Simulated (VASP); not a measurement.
A run of VASP 6.6.1 is set up as follows.

File INCAR:

```
  PREC = Accurate
  ENCUT = 520
  EDIFF = 1E-7
  ISMEAR = 0
  SIGMA = 0.1
  LREAL = F
  LASPH = T
  NELM = 100
  ALGO = Normal
  ISIF = 2
  LWAVE = F
  LCHARG = F
  GGA = PE
  NBANDS = 18
```

Contents of KPOINTS:

```
Automatic mesh
0
Gamma
  10 10 8
```

The input POSCAR:

```
KI2
1.0
    4.7123348761      0.0000000000      0.0000000000
    0.0000000000      4.7123348761      0.0000000000
    0.0000000000      0.0000000000      6.5374795799
K I
1 2
Direct
    0.0000000000      0.0000000000      0.0000000000
    0.5000000000      0.5000000000      0.2518774798
    0.5000000000      0.5000000000      0.7481225202
```

Potentials or basis: VASP PAW PBE potentials, release 64 (K_sv, I).

Command:

```console
$ cat potpaw_PBE.64/K_sv/POTCAR potpaw_PBE.64/I/POTCAR > POTCAR
$ mpirun -np 1 vasp_std > vasp.out
```

Q: Estimate the largest force.

A: 0.006 eV/Å.

Q: Predict the pressure.

A: 0.0 GPa.

Forces in eV/Å, atoms in the order of the input:
```
K    0.000  0.000  0.000
I    0.000  0.000  0.006
I    0.000  0.000 -0.006
```

Caveat: an odd number of electrons without spin polarisation forces a metal; a magnetic or distorted state may lie lower.
